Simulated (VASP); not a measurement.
# Fe (Fm-3m) in VASP: a series of runs

The runs below take Fe through single point, with PBE.

Program: VASP 6.6.1. These are calculated values, not measurements. Logs are shortened: lines on timing, memory, paths and dates and some standing lists are left out, and cuts for length are marked.

### 1 The cell of the first run

It takes space group Fm-3m (No. 225, cubic). The conventional cell has a = 3.652 Å, b = 3.652 Å, c = 3.652 Å, α = 90.00°, β = 90.00°, γ = 90.00°. Fe (site symmetry m-3m) has 12 Fe at 2.58 Å within 3.4 Å.

This isn't the form of Fe at room conditions, which is bcc.

### 2 Single point, PBE, collinear spin, ferromagnetic start

Contents of INCAR:

```
SYSTEM = Fe
PREC = Accurate
ENCUT = 520
EDIFF = 1E-6
ISMEAR = -1
SIGMA = 0.1
LREAL = .False.
LASPH = .True.
NELM = 150
ALGO = Normal
ISIF = 2
LWAVE = .False.
LCHARG = .False.
ISPIN = 2
MAGMOM = 4 4
LORBIT = 11
LMAXMIX = 4
GGA = PE
NBANDS = 19
```

Contents of KPOINTS:

```
regular mesh
0
Gamma
  12 12 6
  0 0 0
```

Contents of POSCAR:

```
Fe
1.0
    0.0000000000      1.8260000000      1.8260000000
    1.8260000000      0.0000000000      1.8260000000
    3.6520000000      3.6520000000      0.0000000000
Fe
2
Direct
    0.0000000000      0.0000000000      0.0000000000
    0.0000000000      0.0000000000      0.5000000000
```

Potentials or basis: VASP PAW PBE potentials, release 64 (Fe).

Run with:

```sh
> cat potpaw_PBE.64/Fe/POTCAR > POTCAR
> mpirun -np 1 vasp_std > vasp.out
```

OUTCAR:

```text
SYSTEM = Fe
   PREC = Accurate
   ENCUT = 520
   EDIFF = 1E-6
   ISMEAR = -1
   LREAL = .False.
   LASPH = .True.
   NELM = 150
   ISIF = 2
   ISPIN = 2
   LORBIT = 11
   GGA = PE

 ion  position               nearest neighbor table
   1  0.000  0.000  0.000-   2 2.58   2 2.58   2 2.58   2 2.58   2 2.58   2 2.58
   2  0.000  0.000  0.500-   1 2.58   1 2.58   1 2.58   1 2.58   1 2.58   1 2.58

  LATTYP: Found a trigonal (rhomboedric) cell.
 ALAT       =     4.4727682703
 COS(alpha) =     0.8333333333

  Lattice vectors:

 A1 = (   3.6520000000,   1.8260000000,  -1.8260000000)
 A2 = (   1.8260000000,   1.8260000000,  -3.6520000000)
 A3 = (   1.8260000000,   3.6520000000,  -1.8260000000)

Analysis of symmetry for initial positions (statically):
=====================================================================
 Subroutine PRICEL returns following result:

  LATTYP: Found a face centered cubic cell.
 ALAT       =     3.6520000000

  Lattice vectors:

 A1 = (   0.0000000000,   1.8260000000,   1.8260000000)
 A2 = (   1.8260000000,   0.0000000000,   1.8260000000)
 A3 = (   1.8260000000,   1.8260000000,   0.0000000000)

   2 primitive cells build up your supercell.

 Routine SETGRP: Setting up the symmetry group for a
 trigonal (rhombohedral) supercell.

 Subroutine GETGRP returns: Found 12 space group operations
 (whereof 12 operations were pure point group operations)
 out of a pool of 12 trial point group operations.

The static configuration has the point symmetry D_3d.

Analysis of symmetry for dynamics (positions and initial velocities):
=====================================================================
 Subroutine PRICEL returns following result:

  LATTYP: Found a face centered cubic cell.
 ALAT       =     3.6520000000

  Lattice vectors:

 A1 = (   0.0000000000,   1.8260000000,   1.8260000000)
 A2 = (   1.8260000000,   0.0000000000,   1.8260000000)
 A3 = (   1.8260000000,   1.8260000000,   0.0000000000)

   2 primitive cells build up your supercell.

 Routine SETGRP: Setting up the symmetry group for a
 trigonal (rhombohedral) supercell.

 Subroutine GETGRP returns: Found 12 space group operations
 (whereof 12 operations were pure point group operations)
 out of a pool of 12 trial point group operations.

The dynamic configuration has the point symmetry D_3d.

Analysis of structural, dynamic, and magnetic symmetry:
=====================================================================
 Subroutine PRICEL returns following result:

  LATTYP: Found a face centered cubic cell.
 ALAT       =     3.6520000000

  Lattice vectors:

 A1 = (   0.0000000000,   1.8260000000,   1.8260000000)
 A2 = (   1.8260000000,   0.0000000000,   1.8260000000)
 A3 = (   1.8260000000,   1.8260000000,   0.0000000000)

   2 primitive cells build up your supercell.

 Routine SETGRP: Setting up the symmetry group for a
 trigonal (rhombohedral) supercell.

 Subroutine GETGRP returns: Found 12 space group operations
 (whereof 12 operations were pure point group operations)
 out of a pool of 12 trial point group operations.

The overall configuration has the point symmetry D_3d.

 Subroutine INISYM returns: Found 12 space group operations
 (whereof 12 operations are pure point group operations),
 and found     2 'primitive' translations

----------------------------------------------------------------------------------------

                                     Primitive cell

  volume of cell :      12.1768

  direct lattice vectors                    reciprocal lattice vectors
     0.000000000  1.826000000  1.826000000    -0.273822563  0.273822563  0.273822563
     1.826000000  0.000000000  1.826000000     0.273822563 -0.273822563  0.273822563
     1.826000000  1.826000000  0.000000000     0.273822563  0.273822563 -0.273822563

  length of vectors
     2.582353965  2.582353965  2.582353965     0.474274591  0.474274591  0.474274591

  position of ions in fractional coordinates (direct lattice)
     0.000000000  0.000000000  0.000000000

  ion indices of the primitive-cell ions
   primitive index   ion index
                 1           1

----------------------------------------------------------------------------------------

 KPOINTS: regular mesh

Automatic generation of k-mesh.
 Grid dimensions read from file:
 generate k-points for:   12   12    6

 Generating k-lattice:

  Cartesian coordinates                     Fractional coordinates (reciprocal lattice)
    -0.022818547  0.022818547  0.022818547     0.083333333  0.000000000  0.000000000
     0.022818547 -0.022818547  0.022818547     0.000000000  0.083333333  0.000000000
     0.022818547  0.022818547 -0.022818547     0.000000000  0.000000000  0.166666667

  Length of vectors
     0.039522883  0.039522883  0.039522883

  Shift w.r.t. Gamma in fractional coordinates (k-lattice)
     0.000000000  0.000000000  0.000000000

 -----------------------------------------------------------------------------
|                                                                             |
|           W    W    AA    RRRRR   N    N  II  N    N   GGGG   !!!           |
|           W    W   A  A   R    R  NN   N  II  NN   N  G    G  !!!           |
|           W    W  A    A  R    R  N N  N  II  N N  N  G       !!!           |
|           W WW W  AAAAAA  RRRRR   N  N N  II  N  N N  G  GGG   !            |
|           WW  WW  A    A  R   R   N   NN  II  N   NN  G    G                |
|           W    W  A    A  R    R  N    N  II  N    N   GGGG   !!!           |
|                                                                             |
|     Your reciprocal lattice and k-lattice belong to different lattice       |
|     classes:                                                                |
|                                                                             |
|        The reciprocal lattice is rhombohedral (trigonal),                   |
|        whereas your k-lattice is body-centered cubic.                       |
|                                                                             |
|     Results are often still useful ...                                      |
|                                                                             |
 -----------------------------------------------------------------------------

 Subroutine IBZKPT returns following result:
 ===========================================

 Found     98 irreducible k-points:

 Following reciprocal coordinates:
            Coordinates               Weight
  0.000000  0.000000  0.000000      1.000000
  0.083333  0.000000  0.000000      6.000000
  0.166667  0.000000  0.000000      6.000000
  0.250000  0.000000  0.000000      6.000000
  0.333333  0.000000  0.000000      6.000000
  0.416667  0.000000  0.000000      6.000000
[... 16 lines left out ...]
  0.500000  0.166667  0.000000     12.000000
 -0.416667  0.166667  0.000000     12.000000
 [... further k-points ...]
   k-points           NKPTS =     98   k-points in BZ     NKDIM =     98   number of bands    NBANDS=     19
   number of dos      NEDOS =    301   number of ions     NIONS =      2
   total plane-waves  NPLWV =  16000
   dimension x,y,z NGX =    20 NGY =   20 NGZ =   40
   dimension x,y,z NGXF=    40 NGYF=   40 NGZF=   80
   ions per type =               2
   NGX,Y,Z   is equivalent  to a cutoff of  12.88, 12.88, 12.88 a.u.
   NGXF,Y,Z  is equivalent  to a cutoff of  25.75, 25.75, 25.75 a.u.
 SYSTEM =  Fe
   PREC   = accura    normal or accurate (medium, high low for compatibility)
   ISTART =      0    job   : 0-new  1-cont  2-samecut
   ICHARG =      2    charge: 1-file 2-atom 10-const
   ISPIN  =      2    spin polarized calculation?
   LNONCOLLINEAR =      F non collinear calculations
   LSORBIT =      F    spin-orbit coupling
   LASPH  =      T    aspherical Exc in radial PAW
   ENCUT  =  520.0 eV  38.22 Ry    6.18 a.u.   4.80  4.80  9.60*2*pi/ulx,y,z
   NELM   =    150;   NELMIN=  2; NELMDL= -5     # of ELM steps
   EDIFF  = 0.1E-05   stopping-criterion for ELM
   LREAL  =      F    real-space projection
   EDIFFG = 0.1E-04   stopping-criterion for IOM
   NSW    =      0    number of steps for IOM
   IBRION =     -1    ionic relax: 0-MD 1-quasi-New 2-CG
   NFREE  =      0    steps in history (QN), initial steepest desc. (CG)
   ISIF   =      2    stress and relaxation
   ISYM   =      2    0-nonsym 1-usesym 2-fastsym
   POTIM  = 0.5000    time-step for ionic-motion
   TEBEG  =    0.0;   TEEND  =   0.0 temperature during run
   PSTRESS=    0.0 pullay stress
   NELECT =      16.0000    total number of electrons
   NUPDOWN=      -1.0000    fix difference up-down
   EMIN   =  10.00;   EMAX   =-10.00  energy-range for DOS
   EFERMI =   0.00;   METHOD = LEGACY
   ISMEAR =    -1;   SIGMA  =   0.10  broadening in eV -4-tet -1-fermi 0-gaus
   EFERMI_NEDOS =   21; number of points for ismear=-14 and -15
   IALGO  =     38    algorithm
   IMIX   =      4    mixing-type and parameters
     AMIX     =   0.40;   BMIX     =  1.00
     AMIX_MAG =   1.60;   BMIX_MAG =  1.00
  volume/ion in A,a.u.               =      12.18        82.17
  Fermi-wavevector in a.u.,A,eV,Ry     =   1.423183  2.689426 27.557915  2.025450
  Thomas-Fermi vector in A             =   2.543808
   LORBIT       =     11    0 simple, 1 ext, 2 COOP (PROOUT), +10 PAW based schemes
   GGA     = PE    functional components
   LHFCALC =     F    Hartree Fock is set to
   AEXX    =    0.0000 exact exchange contribution
   IVDW    =     0    specifies the selected vdW correction
   LEPSILON=     F    determine dielectric tensor
   LRPA    =     F    only Hartree local field effects (RPA)
 spin polarized calculation
  energy-cutoff  :      520.00
  volume of cell :       24.35
 maximum number of plane-waves:       674
   NGX =  9   NGY =  9   NGZ = 19

 number of electron      16.0000013 magnetization       5.1460929

 Free energy of the ion-electron system (eV)
  ---------------------------------------------------
  ext. energy  EPLUGINS =         0.00000000
  ---------------------------------------------------
  free energy    TOTEN  =       -16.20309531 eV

  energy without entropy =      -16.11821589  energy(sigma->0) =      -16.16065560

 E-fermi :   5.3776     XC(G=0): -12.7149

 val. band max:        5.3709769532   @ k =   0.0833   0.0000   0.0000
 cond. band min:       5.3792941349   @ k =   0.4167   0.0000   0.0000
 fundamental gap:      0.0083171817
 Fermi energy:         5.3776088069

 spin component 1

 k-point     1 :       0.0000    0.0000    0.0000
  band No.  band energies     occupation
      1      -2.9314      1.00000
      2       0.5690      1.00000
      3       2.7935      1.00000
      4       2.7935      1.00000
      5       2.9573      1.00000
      6       2.9573      1.00000
[... 11 lines left out ...]
     18      30.9537      0.00000
     19      30.9828      0.00000
[... 485 lines left out ...]
 k-point    24 :      -0.4167    0.1667    0.0000
  band No.  band energies     occupation
      1       0.9073      1.00000
      2       1.1211      1.00000
      3       1.4492      1.00000
      4       2.3419      1.00000
      5       3.1706      1.00000
      6       3.2337      1.00000
[... 11 lines left out ...]
     18      25.6351      0.00000
     19      26.5823      0.00000

 [... further k-points ...]

 spin component 2

 k-point     1 :       0.0000    0.0000    0.0000
  band No.  band energies     occupation
      1      -2.6955      1.00000
      2       1.9696      1.00000
      3       5.2995      0.68594
      4       5.2996      0.68580
      5       5.2996      0.68580
      6       5.3304      0.61591
[... 11 lines left out ...]
     18      31.3774      0.00000
     19      31.3774      0.00000
[... 485 lines left out ...]
 k-point    24 :      -0.4167    0.1667    0.0000
  band No.  band energies     occupation
      1       2.5948      1.00000
      2       2.7438      1.00000
      3       3.3155      1.00000
      4       4.3166      0.99998
      5       5.0242      0.97164
      6       5.5667      0.13117
[... 11 lines left out ...]
     18      26.3764      0.00000
     19      26.8497      0.00000

 [... further k-points ...]

------------------------ aborting loop because EDIFF is reached ----------------------------------------

  FORCE on cell =-STRESS in cart. coord.  units (eV):
  Direction    XX          YY          ZZ          XY          YZ          ZX
  --------------------------------------------------------------------------------------
  -------------------------------------------------------------------------------------
  Total       -0.3846022     -0.3846022     -0.3846022     -0.0000113      0.0000113      0.0000113
  in kB      -25.3023039    -25.3023039    -25.3023039     -0.0007448      0.0007448      0.0007448
  external PRESSURE =     -25.3023039 kB  Pullay stress =       0.0000000 kB

 VOLUME and BASIS-vectors are now :
 -----------------------------------------------------------------------------
  energy-cutoff  :      520.00
  volume of cell :       24.35
      direct lattice vectors                 reciprocal lattice vectors
     0.000000000  1.826000000  1.826000000    -0.273822563  0.273822563  0.273822563
     1.826000000  0.000000000  1.826000000     0.273822563 -0.273822563  0.273822563
     3.652000000  3.652000000  0.000000000     0.136911281  0.136911281 -0.136911281

 POSITION                                       TOTAL-FORCE (eV/Angst)
 -----------------------------------------------------------------------------------
      0.00000      0.00000      0.00000         0.000000      0.000000     -0.000000
      1.82600      1.82600      0.00000        -0.000000      0.000000      0.000000
 -----------------------------------------------------------------------------------
    total drift:                               -0.000000     -0.000000      0.000000

  FREE ENERGIE OF THE ION-ELECTRON SYSTEM (eV)
  ---------------------------------------------------
  free  energy   TOTEN  =       -16.2030953139 eV

  energy  without entropy=      -16.1182158946  energy(sigma->0) =      -16.16065560

 total charge

# of ion       s       p       d       tot
------------------------------------------
    1        0.468   0.489   6.178   7.134
    2        0.468   0.489   6.178   7.134
--------------------------------------------------
tot          0.935   0.977  12.355  14.267

 magnetization (x)

# of ion       s       p       d       tot
------------------------------------------
    1       -0.017  -0.049   2.638   2.572
    2       -0.017  -0.049   2.638   2.572
--------------------------------------------------
tot         -0.033  -0.098   5.276   5.145
```

Run time: 2.4 min. Hardware: 1 thread of Intel Xeon 8259CL, shared host; peak memory 0.2 GiB.

What came out:

- Free energy: -16.2031 eV
- Pressure: -2.5 GPa
- Net moment: 5.15 μB per cell
- Site moments: Fe +2.57 μB
- Valence electrons inside the program's atomic spheres: Fe 7.13

### 3 Single point, PBE, collinear spin, ferromagnetic start

Contents of INCAR:

```
  PREC = Accurate
  ENCUT = 520
  EDIFF = 1E-6
  ISMEAR = -1
  SIGMA = 0.1
  LREAL = False
  LASPH = True
  NELM = 150
  ALGO = Normal
  ISIF = 2
  LWAVE = False
  LCHARG = False
  ISPIN = 2
  MAGMOM = 4 4
  LORBIT = 11
  LMAXMIX = 4
  GGA = PE
  ISYM = 0
  NBANDS = 19
```

Contents of KPOINTS:

```
Automatic mesh
0
Gamma
  12 12 6
```

POSCAR is that of step 2.

Potentials or basis: VASP PAW PBE potentials, release 64 (Fe).

Run with:

```sh
> cat potpaw_PBE.64/Fe/POTCAR > POTCAR
> mpirun -np 1 vasp_std > vasp.out
```

Wall time 11 min (1 thread of Intel Xeon 8259CL, shared host); peak memory 0.38 GiB.

It converged, with:

* Free energy: -16.2031 eV
* Pressure: -2.5 GPa
* Net moment: 5.15 μB per cell
* Site moments: Fe +2.57 μB
* Valence electrons inside the program's atomic spheres: Fe 7.13

Levels at points of the mesh, in eV from the Fermi level:
Spin up:
```tsv
k point	band 7	band 8	band 9	band 10	band 11	band 12	band 13	band 14	band 15	band 16
(0.00, 0.00, 0.00)	-2.42	-1.47	-1.47	-0.56	-0.56	-0.15	5.88	20.30	21.66	23.25
(0.50, 0.00, 0.00)	-0.56	-0.56	-0.28	-0.28	-0.15	2.43	5.88	9.08	13.91	13.91
(0.00, 0.50, 0.00)	-0.56	-0.56	-0.28	-0.28	-0.15	2.43	5.88	9.08	13.91	13.91
(0.50, 0.50, 0.00)	-0.56	-0.56	-0.28	-0.28	-0.15	2.43	5.88	9.08	13.91	13.91
(0.00, 0.00, 0.50)	-2.27	-2.27	-1.30	-1.30	-1.30	-1.30	13.79	13.79	21.84	21.84
(0.50, 0.00, 0.50)	-1.68	-1.68	-0.49	-0.49	2.37	2.37	8.29	8.29	13.88	13.88
(0.00, 0.50, 0.50)	-1.68	-1.68	-0.49	-0.49	2.37	2.37	8.29	8.29	13.88	13.88
(0.50, 0.50, 0.50)	-1.68	-1.68	-0.49	-0.49	2.37	2.37	8.29	8.29	13.88	13.88
```
Spin down:
| k point | band 2 | band 3 | band 4 | band 5 | band 6 | band 7 | band 8 | band 9 |
| --- | --- | --- | --- | --- | --- | --- | --- | --- |
| (0.00, 0.00, 0.00) | -3.41 | -0.08 | -0.08 | -0.08 | -0.05 | -0.05 | -0.02 | 1.50 |
| (0.50, 0.00, 0.00) | -3.13 | -2.39 | -0.05 | -0.05 | -0.02 | 2.27 | 2.27 | 2.39 |
| (0.00, 0.50, 0.00) | -3.13 | -2.39 | -0.05 | -0.05 | -0.02 | 2.27 | 2.27 | 2.39 |
| (0.50, 0.50, 0.00) | -3.13 | -2.39 | -0.05 | -0.05 | -0.02 | 2.27 | 2.27 | 2.39 |
| (0.00, 0.00, 0.50) | -5.93 | -0.73 | -0.73 | 0.21 | 0.21 | 0.21 | 0.21 | 1.54 |
| (0.50, 0.00, 0.50) | -2.61 | -1.74 | -1.74 | -0.39 | -0.39 | 1.02 | 1.02 | 2.33 |
| (0.00, 0.50, 0.50) | -2.61 | -1.74 | -1.74 | -0.39 | -0.39 | 1.02 | 1.02 | 2.33 |
| (0.50, 0.50, 0.50) | -2.61 | -1.74 | -1.74 | -0.39 | -0.39 | 1.02 | 1.02 | 2.33 |
